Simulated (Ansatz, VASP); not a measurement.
**One calculation of Si3N4, two programs**

```
CELL_PARAMETERS angstrom
7.60440 0.00000 0.00000
-3.80220 6.58560 0.00000
0.00000 0.00000 2.90630
ATOMIC_POSITIONS crystal
Si 0.76798 0.17409 0.25000
Si 0.59389 0.76798 0.75000
Si 0.82591 0.59389 0.25000
Si 0.23202 0.82591 0.75000
Si 0.40611 0.23202 0.25000
Si 0.17409 0.40611 0.75000
N 0.02997 0.32988 0.25000
N 0.70009 0.02997 0.75000
N 0.67012 0.70009 0.25000
N 0.97003 0.67012 0.75000
N 0.29991 0.97003 0.25000
N 0.32988 0.29991 0.75000
N 0.66667 0.33333 0.25000
N 0.33333 0.66667 0.75000
```

Alike in both runs: functional PBE; k mesh 4 × 4 × 10; occupations fermi-dirac, width 0.02 eV; no spin polarisation.

Ansatz relaxed the structure, and its values are those at the end. VASP's run is a single point on that final structure, the one shown.

|  | VASP | Ansatz |
| --- | --- | --- |
| version | VASP 6.6.1 | Ansatz 0.2.0 |
| potentials or method | VASP PAW PBE potentials, release 64 (Si, N) | plane-wave PAW, scalar-relativistic |
| plane-wave cutoff (eV) | 520 | 420 |
| valence electrons in the cell | 64 | 64 |

VASP gave:

| Property | Result |
| --- | --- |
| gap on the k mesh at the Fermi level (eV) | 4.33 |
| pressure (GPa) | 5.2 |
| rms of the force components (eV/Å) | 0.007 |

Task: Estimate Ansatz's values.

Result: gap on the k mesh at the Fermi level (eV): 4.34; pressure (GPa): 5.5; rms of the force components (eV/Å): 0.007.

Ansatz's warnings: stress scf threshold loose.
